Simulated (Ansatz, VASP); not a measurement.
## One calculation of SbP, two programs

```xyz
2
Lattice="0.0000 2.8178 2.8178 2.8178 0.0000 2.8178 2.8178 2.8178 0.0000" Properties=species:S:1:pos:R:3 pbc="T T T"
Sb    2.8178    2.8178    2.8178
P     0.0000    0.0000    0.0000
```

Alike in both runs: functional PBE; k mesh 18 × 18 × 18; occupations gaussian, width 0.1 eV; no spin polarisation.

Ansatz relaxed the structure, and its values are those at the end. VASP's run is a single point on that final structure, the one shown.

|  | VASP | Ansatz |
| --- | --- | --- |
| version | VASP 6.6.1 | Ansatz 0.2.0 |
| potentials or method | VASP PAW PBE potentials, release 64 (Sb, P), cutoff 520 eV | scalar-relativistic, plane waves, PAW |
| valence electrons in the cell | 10 | 20 |

|  | VASP | Ansatz | Ansatz less VASP |
| --- | --- | --- | --- |
| gap on the k mesh at the Fermi level (eV) | none | none | - |
| pressure (GPa) | -0.1 | 0.0 | +0.11 |

A gap of «none» marks a metal or a gap that the smearing closes. VASP's potentials hold 10 valence electrons a cell and Ansatz's 20, so a difference there can come from the potentials and not from the codes.

Spin-orbit coupling is off throughout.
